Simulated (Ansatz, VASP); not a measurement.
Si in VASP and in Ansatz

```xyz
4
Lattice="3.8538 0.0000 0.0000 -1.9269 3.3375 0.0000 0.0000 0.0000 6.1198" Properties=species:S:1:pos:R:3 pbc="T T T"
Si    0.0000    2.2250    0.3566
Si    1.9269    1.1125    3.4165
Si    0.0000    2.2250    2.7033
Si    1.9269    1.1125    5.7632
```

Alike in both runs: task single point; functional LDA; k mesh 12 × 12 × 6; occupations gaussian, width 0.03 eV; no spin polarisation.

|  | VASP | Ansatz |
| --- | --- | --- |
| version | VASP 6.6.1 | Ansatz 0.2.0 |
| potentials or method | VASP PAW LDA potentials, release 64 (Si), cutoff 520 eV | scalar-relativistic, plane waves, PAW |
| valence electrons in the cell | 16 | 16 |

```csv
,VASP,Ansatz,Ansatz less VASP
pressure (GPa),0.1,0.1,-0.06
"traceless stress, the component that is largest in VASP (GPa)",3.61,3.59,-0.024
rms of the force components (eV/Å),0.173,0.174,+0.0006
```

Ansatz warns that its potentials were made for another functional, while VASP's fit it. LDA's correlation is that of Perdew and Zunger in VASP and of Perdew and Wang (1992) in Ansatz. Atom by atom the forces differ by 0.001 eV/Å (rms over components).
